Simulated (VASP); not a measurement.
# In2Te2O (I4/mmm) in VASP: further runs

In2Te2O is run at these levels: PBE; tasks: single point, relaxation of cell and atoms.

Program: VASP 6.6.1. These are calculated values, not measurements. Logs are shortened: lines on timing, memory, paths and dates and some standing lists are left out, and cuts for length are marked.

## Step 1: The cell of the first run

It takes space group I4/mmm (No. 139, tetragonal). Conventional cell: a = 4.336 Å, b = 4.336 Å, c = 13.669 Å, α = 90.00°, β = 90.00°, γ = 90.00°. Within 3.9 Å of In (site symmetry 4mm) lie 5 Te at 2.99 to 3.08 Å and 4 O at 3.70 Å. Within 2.3 Å of Te (site symmetry 4mm) lie 1 O at 1.76 Å. O (site symmetry 4/mmm) has 2 Te at 1.76 Å within 2.3 Å.

The cell was generated, and may not be a known phase.

## Step 2: Single point, PBE

INCAR

```
PREC = Accurate
ENCUT = 520
EDIFF = 1E-6
ISMEAR = 0
SIGMA = 0.1
LREAL = False
LASPH = True
NELM = 60
ALGO = Normal
ISIF = 2
LWAVE = False
LCHARG = False
GGA = PE
NBANDS = 30
```

KPOINTS

```
regular mesh
0
Gamma
  6 6 6
```

POSCAR

```
In2Te2O
1.0
   -2.1678831100      2.1678831100      6.8343669300
    2.1678831100     -2.1678831100      6.8343669300
    2.1678831100      2.1678831100     -6.8343669300
In Te O
2 2 1
Direct
    0.3480534900      0.3480534900      0.0000000000
    0.6519465100      0.6519465100      0.0000000000
    0.8710063100      0.8710063100      0.0000000000
    0.1289936900      0.1289936900      0.0000000000
    0.0000000000      0.0000000000      0.0000000000
```

Potentials or basis: VASP PAW PBE potentials, release 64 (In_d, Te, O).

Started as:

```sh
cat potpaw_PBE.64/In_d/POTCAR potpaw_PBE.64/Te/POTCAR potpaw_PBE.64/O/POTCAR > POTCAR
mpirun -np 1 vasp_std > vasp.out
```

OUTCAR:

```text
PREC = Accurate
   ENCUT = 520
   EDIFF = 1E-6
   ISMEAR = 0
   LREAL = False
   LASPH = True
   NELM = 60
   ISIF = 2
   GGA = PE

 ion  position               nearest neighbor table
   1  0.348  0.348  0.000-   4 2.99   3 3.08   3 3.08   3 3.08   3 3.08
   2  0.652  0.652  0.000-   3 2.99   4 3.08   4 3.08   4 3.08   4 3.08
   3  0.871  0.871  0.000-   5 1.76   2 2.99   1 3.08   1 3.08   1 3.08   1 3.08   4 3.53
   4  0.129  0.129  0.000-   5 1.76   1 2.99   2 3.08   2 3.08   2 3.08   2 3.08   3 3.53
   5  0.000  0.000  0.000-   3 1.76   4 1.76

  LATTYP: Found a body centered tetragonal cell.
 ALAT       =     4.3357662200
 C/A-ratio  =     3.1525532435

  Lattice vectors:

 A1 = (  -2.1678831100,   2.1678831100,   6.8343669300)
 A2 = (   2.1678831100,  -2.1678831100,   6.8343669300)
 A3 = (   2.1678831100,   2.1678831100,  -6.8343669300)

Analysis of symmetry for initial positions (statically):
=====================================================================
 Subroutine PRICEL returns:
 Original cell was already a primitive cell.

 Routine SETGRP: Setting up the symmetry group for a
 body centered tetragonal supercell.

 Subroutine GETGRP returns: Found 16 space group operations
 (whereof 16 operations were pure point group operations)
 out of a pool of 16 trial point group operations.

The static configuration has the point symmetry D_4h.

Analysis of symmetry for dynamics (positions and initial velocities):
=====================================================================
 Subroutine PRICEL returns:
 Original cell was already a primitive cell.

 Routine SETGRP: Setting up the symmetry group for a
 body centered tetragonal supercell.

 Subroutine GETGRP returns: Found 16 space group operations
 (whereof 16 operations were pure point group operations)
 out of a pool of 16 trial point group operations.

The dynamic configuration has the point symmetry D_4h.

 Subroutine INISYM returns: Found 16 space group operations
 (whereof 16 operations are pure point group operations),
 and found     1 'primitive' translations

----------------------------------------------------------------------------------------

                                     Primitive cell

  volume of cell :     128.4784

  direct lattice vectors                    reciprocal lattice vectors
    -2.167883110  2.167883110  6.834366930     0.000000000  0.230639741  0.073159666
     2.167883110 -2.167883110  6.834366930     0.230639741  0.000000000  0.073159666
[... 94 lines left out ...]
   NSW    =      0    number of steps for IOM
   IBRION =     -1    ionic relax: 0-MD 1-quasi-New 2-CG
   NFREE  =      0    steps in history (QN), initial steepest desc. (CG)
   ISIF   =      2    stress and relaxation
   ISYM   =      2    0-nonsym 1-usesym 2-fastsym
   POTIM  = 0.5000    time-step for ionic-motion
   TEBEG  =    0.0;   TEEND  =   0.0 temperature during run
   PSTRESS=    0.0 pullay stress
   NELECT =      44.0000    total number of electrons
   NUPDOWN=      -1.0000    fix difference up-down
   EMIN   =  10.00;   EMAX   =-10.00  energy-range for DOS
   EFERMI =   0.00;   METHOD = LEGACY
   ISMEAR =     0;   SIGMA  =   0.10  broadening in eV -4-tet -1-fermi 0-gaus
   EFERMI_NEDOS =   21; number of points for ismear=-14 and -15
   IALGO  =     38    algorithm
   IMIX   =      4    mixing-type and parameters
     AMIX     =   0.40;   BMIX     =  1.00
     AMIX_MAG =   1.60;   BMIX_MAG =  1.00
  volume/ion in A,a.u.               =      25.70       173.40
  Fermi-wavevector in a.u.,A,eV,Ry     =   1.145379  2.164452 17.849375  1.311892
  Thomas-Fermi vector in A             =   2.282067
   LORBIT       =      0    0 simple, 1 ext, 2 COOP (PROOUT), +10 PAW based schemes
   GGA     = PE    functional components
   LHFCALC =     F    Hartree Fock is set to
   AEXX    =    0.0000 exact exchange contribution
   IVDW    =     0    specifies the selected vdW correction
   LEPSILON=     F    determine dielectric tensor
   LRPA    =     F    only Hartree local field effects (RPA)
 non-spin polarized calculation
 Gauss-broadening in eV      SIGMA  =   0.10
  energy-cutoff  :      520.00
  volume of cell :      128.48
 maximum number of plane-waves:      3488
   NGX = 27   NGY = 27   NGZ = 27

 number of electron      43.9999996 magnetization

 Free energy of the ion-electron system (eV)
  ---------------------------------------------------
  ext. energy  EPLUGINS =         0.00000000
  ---------------------------------------------------
  free energy    TOTEN  =       -14.89164427 eV

  energy without entropy =      -14.87916970  energy(sigma->0) =      -14.88540698

 E-fermi :   6.6471     XC(G=0):  -9.4807

 val. band max:        6.6256543518   @ k =   0.5000   0.5000   0.5000
 cond. band min:       6.6768585583   @ k =   0.3333   0.1667   0.0000
 fundamental gap:      0.0512042066
 Fermi energy:         6.6470848818

 k-point     1 :       0.0000    0.0000    0.0000
  band No.  band energies     occupation
      1     -15.2905      2.00000
      2      -8.1860      2.00000
      3      -7.9140      2.00000
      4      -7.8656      2.00000
      5      -7.8656      2.00000
      6      -7.8530      2.00000
[... 781 lines left out ...]
     29      11.5875      0.00000
     30      11.8615      0.00000

 [... further k-points ...]

------------------------ aborting loop because EDIFF is reached ----------------------------------------

  FORCE on cell =-STRESS in cart. coord.  units (eV):
  Direction    XX          YY          ZZ          XY          YZ          ZX
  --------------------------------------------------------------------------------------
  -------------------------------------------------------------------------------------
  Total        3.1222466      3.1222466     32.8462240      0.0000000      0.0000000      0.0000000
  in kB       38.9356818     38.9356818    409.6057318      0.0000000      0.0000000      0.0000000
  external PRESSURE =     162.4923651 kB  Pullay stress =       0.0000000 kB

 VOLUME and BASIS-vectors are now :
 -----------------------------------------------------------------------------
  energy-cutoff  :      520.00
  volume of cell :      128.48
      direct lattice vectors                 reciprocal lattice vectors
    -2.167883110  2.167883110  6.834366930     0.000000000  0.230639741  0.073159666
     2.167883110 -2.167883110  6.834366930     0.230639741  0.000000000  0.073159666
     2.167883110  2.167883110 -6.834366930     0.230639741  0.230639741  0.000000000

 POSITION                                       TOTAL-FORCE (eV/Angst)
 -----------------------------------------------------------------------------------
      0.00000      0.00000      4.75745         0.000000      0.000000      0.415677
      0.00000      0.00000      8.91128        -0.000000     -0.000000     -0.415677
      0.00000      0.00000     11.90555         0.000000      0.000000     -7.542774
      0.00000      0.00000      1.76318        -0.000000     -0.000000      7.542774
      0.00000      0.00000      0.00000        -0.000000     -0.000000      0.000000
 -----------------------------------------------------------------------------------
    total drift:                                0.000000      0.000000     -0.000000

  FREE ENERGIE OF THE ION-ELECTRON SYSTEM (eV)
  ---------------------------------------------------
  free  energy   TOTEN  =       -14.8916442717 eV

  energy  without entropy=      -14.8791696971  energy(sigma->0) =      -14.88540698
```

It took 4.2 min on 1 thread of Intel Xeon Platinum 8259CL at 2.50GHz (Skylake/Cascade Lake), shared host; peak memory 0.45 GiB.

What came out:

```
Free energy            : -14.8916 eV
Pressure               : 16.2 GPa
Largest force          : 7.543 eV/Å
Band gap on the k mesh : zero (bands 22 and 23 overlap by 1.57 eV)
```

Forces in eV/Å, atoms in the order of the input:
```
In   0.000  0.000  0.416
In   0.000  0.000 -0.416
Te   0.000  0.000 -7.543
Te   0.000  0.000  7.543
O    0.000  0.000  0.000
```

Stress tensor (GPa, compression positive):
```
 3.89  0.00  0.00
 0.00  3.89  0.00
 0.00  0.00 40.96
```

Caveat: the stress differs along the axes, from 4 to 41 GPa; spin-orbit coupling is left out, which moves the levels of the heavy elements; forces of over 1 eV/Å act on the atoms, so gaps and moduli don't describe the material at rest.

## Step 3: Single point, PBE

This run uses another cell than the first one, of 29.74 Å³/atom.

INCAR

```
ALGO = Normal ; EDIFF = 1E-6
ENCUT = 520 ; GGA = PE
ISIF = 2 ; ISMEAR = 0
LASPH = True ; LCHARG = True
LELF = True ; LREAL = False
LVHAR = True ; LWAVE = False
NBANDS = 30 ; NELM = 80
PREC = Accurate ; SIGMA = 0.1
```

KPOINTS

```
k-points
0
Gamma
  6 6 6
```

POSCAR

```
In2Te2O
1.0
   -2.1162595708      2.1162595708      8.3008309464
    2.1162595708     -2.1162595708      8.3008309464
    2.1162595708      2.1162595708     -8.3008309464
In Te O
2 2 1
Direct
    0.3168850256      0.3168850256      0.0000000000
    0.6831149744      0.6831149744      0.0000000000
    0.8756519110      0.8756519110      0.0000000000
    0.1243480890      0.1243480890      0.0000000000
    0.0000000000      0.0000000000      0.0000000000
```

Potentials or basis: VASP PAW PBE potentials, release 64 (In_d, Te, O).

Started as:

```sh
cat potpaw_PBE.64/In_d/POTCAR potpaw_PBE.64/Te/POTCAR potpaw_PBE.64/O/POTCAR > POTCAR
mpirun -np 1 vasp_std > vasp.out
```

OUTCAR:

```text
EDIFF = 1E-6
   ENCUT = 520
   GGA = PE
   ISIF = 2
   ISMEAR = 0
   LASPH = True
   LREAL = False
   NELM = 80
   PREC = Accurate

 ion  position               nearest neighbor table
   1  0.317  0.317  0.000-   3 3.15   3 3.15   3 3.15   3 3.15   4 3.20   2 3.73   2 3.73   2 3.73
                             2 3.73
   2  0.683  0.683  0.000-   4 3.15   4 3.15   4 3.15   4 3.15   3 3.20   1 3.73   1 3.73   1 3.73
                             1 3.73
   3  0.876  0.876  0.000-   5 2.06   1 3.15   1 3.15   1 3.15   1 3.15   2 3.20
   4  0.124  0.124  0.000-   5 2.06   2 3.15   2 3.15   2 3.15   2 3.15   1 3.20
   5  0.000  0.000  0.000-   3 2.06   4 2.06

  LATTYP: Found a body centered tetragonal cell.
 ALAT       =     4.2325191416
 C/A-ratio  =     3.9224068072

  Lattice vectors:

 A1 = (  -2.1162595708,   2.1162595708,   8.3008309464)
 A2 = (   2.1162595708,  -2.1162595708,   8.3008309464)
 A3 = (   2.1162595708,   2.1162595708,  -8.3008309464)

Analysis of symmetry for initial positions (statically):
[... 181 lines left out ...]

 val. band max:        4.7448258789   @ k =   0.5000  -0.0000   0.0000
 cond. band min:       4.7720035453   @ k =  -0.1667   0.1667   0.1667
 fundamental gap:      0.0271776664
 Fermi energy:         4.7598771440

 k-point     1 :       0.0000    0.0000    0.0000
  band No.  band energies     occupation
      1     -13.3895      2.00000
      2      -9.8757      2.00000
      3      -9.7850      2.00000
      4      -9.7725      2.00000
      5      -9.7725      2.00000
      6      -9.7724      2.00000
[... 781 lines left out ...]
     29       9.9920      0.00000
     30      10.1468      0.00000

 [... further k-points ...]

------------------------ aborting loop because EDIFF is reached ----------------------------------------

  FORCE on cell =-STRESS in cart. coord.  units (eV):
  Direction    XX          YY          ZZ          XY          YZ          ZX
  --------------------------------------------------------------------------------------
  -------------------------------------------------------------------------------------
  Total        0.0388950      0.0388950     -0.2127173      0.0000000      0.0000000      0.0000000
  in kB        0.4190686      0.4190686     -2.2918915      0.0000000      0.0000000      0.0000000
  external PRESSURE =      -0.4845848 kB  Pullay stress =       0.0000000 kB

 VOLUME and BASIS-vectors are now :
 -----------------------------------------------------------------------------
  energy-cutoff  :      520.00
  volume of cell :      148.70
      direct lattice vectors                 reciprocal lattice vectors
    -2.116259571  2.116259571  8.300830946     0.000000000  0.236265913  0.060234933
     2.116259571 -2.116259571  8.300830946     0.236265913  0.000000000  0.060234933
     2.116259571  2.116259571 -8.300830946     0.236265913  0.236265913  0.000000000

 POSITION                                       TOTAL-FORCE (eV/Angst)
 -----------------------------------------------------------------------------------
      0.00000      0.00000      5.26082        -0.000000     -0.000000     -0.006509
      0.00000      0.00000     11.34084        -0.000000     -0.000000      0.006509
      0.00000      0.00000     14.53728        -0.000000     -0.000000      0.036330
      0.00000      0.00000      2.06438         0.000000      0.000000     -0.036330
      0.00000      0.00000      0.00000        -0.000000     -0.000000     -0.000000
 -----------------------------------------------------------------------------------
    total drift:                               -0.000000      0.000000     -0.000000

  FREE ENERGIE OF THE ION-ELECTRON SYSTEM (eV)
  ---------------------------------------------------
  free  energy   TOTEN  =       -17.2182258539 eV

  energy  without entropy=      -17.2057082499  energy(sigma->0) =      -17.21196705
```

Wall time 9.6 min (1 thread of Intel Xeon Platinum 8259CL at 2.50GHz (Skylake/Cascade Lake), shared host); peak memory 0.72 GiB.

Results:

* Free energy: -17.2182 eV
* Pressure: 0.0 GPa
* Largest force: 0.036 eV/Å
* Band gap on the k mesh: zero (bands 22 and 23 overlap by 1.05 eV)

Forces in eV/Å, atoms in the order of the input:
```
In   0.000  0.000 -0.007
In   0.000  0.000  0.007
Te   0.000  0.000  0.036
Te   0.000  0.000 -0.036
O    0.000  0.000  0.000
```

Stress tensor (GPa, compression positive):
```
 0.04  0.00  0.00
 0.00  0.04  0.00
 0.00  0.00 -0.23
```

Caveat: spin-orbit coupling is left out, which moves the levels of the heavy elements.

## Step 4: Relaxation of cell and atoms, PBE

INCAR

```
SYSTEM = In2Te2O
PREC = Accurate
ENCUT = 600
EDIFF = 1E-6
ISMEAR = 0
SIGMA = 0.1
LREAL = .FALSE.
LASPH = .TRUE.
NELM = 100
ALGO = Normal
ISIF = 3
LWAVE = .FALSE.
LCHARG = .FALSE.
GGA = PE
IBRION = 2
NSW = 90
EDIFFG = -0.04
```

KPOINTS

```
regular mesh
0
G
  6 6 6
  0 0 0
```

POSCAR

```
In2Te2O
1.0
   -2.1678831100      2.1678831100      6.8343669300
    2.1678831100     -2.1678831100      6.8343669300
    2.1678831100      2.1678831100     -6.8343669300
In Te O
2 2 1
Direct
    0.3480534900      0.3480534900      0.0000000000
    0.6519465100      0.6519465100      0.0000000000
    0.8710063100      0.8710063100      0.0000000000
    0.1289936900      0.1289936900      0.0000000000
    0.0000000000      0.0000000000      0.0000000000
```

Started as:

```sh
cat potpaw_PBE.64/In_d/POTCAR potpaw_PBE.64/Te/POTCAR potpaw_PBE.64/O/POTCAR > POTCAR
mpirun -np 1 vasp_std > vasp.out
```

It took 71 min on 1 thread of Intel Xeon Platinum 8259CL at 2.50GHz (Skylake/Cascade Lake), shared host; peak memory 0.64 GiB.

It converged, with:

```yaml
Free_energy: -17.2104 eV
Relaxed_volume: 29.71 Å³/atom
Relaxed_cell: a = 8.809 Å, b = 8.809 Å, c = 8.809 Å, α = 152.18°, β = 152.18°, γ = 39.74°
Space_group_after_relaxing_to_0.1_Å: I4/mmm (No. 139)
Energy_gained_by_relaxing: 462.8 meV/atom
Ionic_steps: 25
Pressure_after_relaxing: 0.0 GPa
Largest_force_after_relaxing: 0.017 eV/Å
Band_gap_on_the_k_mesh: zero (bands 22 and 23 overlap by 1.05 eV)
```

Forces in eV/Å, atoms in the order of the input:
```
In   0.000  0.000  0.017
In   0.000  0.000 -0.017
Te   0.000  0.000  0.017
Te   0.000  0.000 -0.017
O    0.000  0.000  0.000
```

Step by step:
| step | energy change (eV) | largest force (eV/Å) | pressure (GPa) | volume (Å³) |
| --- | --- | --- | --- | --- |
| 1 | 0.0000 | 7.5362 | 16.24 | 128.48 |
| 2 | 0.0453 | 1.2443 | -4.90 | 179.50 |
| 3 | -0.8059 | 1.5222 | -4.50 | 167.71 |
| 4 | -1.4405 | 1.4962 | -3.67 | 158.79 |
| 5 | -2.0793 | 0.3602 | 0.48 | 143.39 |
| 6 | -2.0795 | 0.3139 | 0.61 | 143.09 |
| 7 | -2.0938 | 0.2561 | 0.18 | 144.98 |
| 8 | -2.1044 | 0.2422 | -0.49 | 148.33 |
| 9 | -2.1162 | 0.2605 | -0.17 | 147.92 |
| 10 | -2.1243 | 0.3042 | 0.48 | 147.16 |
| 11 | -2.1290 | 0.3166 | 0.51 | 147.25 |
| 12 | -2.1424 | 0.3421 | 0.54 | 147.52 |
| 13 | -2.1643 | 0.4232 | 0.64 | 148.03 |
| 14 | -2.1824 | 0.5731 | 0.74 | 148.97 |
| 15 | -2.2230 | 0.9313 | 0.49 | 150.50 |
| 16 | -2.2443 | 0.4646 | -0.49 | 151.97 |
| 17 | -2.2443 | 0.4841 | -0.46 | 151.91 |
| 18 | -2.2592 | 0.4371 | -0.32 | 150.93 |
| 19 | -2.2919 | 0.2887 | 0.19 | 148.00 |
| 20 | -2.2805 | 0.1336 | 1.63 | 142.24 |
| 21 | -2.3013 | 0.1634 | 0.67 | 145.83 |
| 22 | -2.3113 | 0.0362 | 0.09 | 147.64 |
| 23 | -2.3119 | 0.0991 | -0.10 | 148.28 |
| 24 | -2.3137 | 0.0333 | 0.07 | 148.66 |
| 25 | -2.3141 | 0.0174 | 0.03 | 148.54 |

Final structure:
```cif
data_structure
_symmetry_space_group_name_H-M 'P 1'
_symmetry_Int_Tables_number 1
_cell_length_a 8.8086
_cell_length_b 8.8086
_cell_length_c 8.8086
_cell_angle_alpha 152.184
_cell_angle_beta 152.184
_cell_angle_gamma 39.744
_cell_volume 148.54
loop_
_atom_site_label
_atom_site_type_symbol
_atom_site_fract_x
_atom_site_fract_y
_atom_site_fract_z
_atom_site_occupancy
In1 In 0.31659 0.31659 0.00000 1
In2 In 0.68341 0.68341 0.00000 1
Te1 Te 0.87557 0.87557 0.00000 1
Te2 Te 0.12443 0.12443 0.00000 1
O1 O 0.00000 0.00000 0.00000 1
```

Levels at points of the mesh, in eV from the Fermi level:
```
           k point  band 19  band 20  band 21  band 22  band 23  band 24  band 25  band 26
(0.00, 0.00, 0.00)    -2.22    -2.22    -0.69    -0.52    -0.52     2.74     3.77     4.65
(0.50, 0.00, 0.00)    -1.89    -0.99    -0.09    -0.02     1.46     2.12     2.16     2.90
(0.50, 0.50, 0.00)    -3.60    -3.49    -2.23    -1.65    -0.33     1.47     2.22     2.76
(0.50, 0.50, 0.50)    -1.60    -1.60    -1.13    -1.13    -0.31    -0.16     3.47     3.67
```

Caveat: the volume moved by over 15 % at a fixed basis, so the end points are rough; spin-orbit coupling is left out, which moves the levels of the heavy elements.

[end of part 1 of 2]

The gap in the log of VASP goes by the Fermi energy; the results here count the filled bands.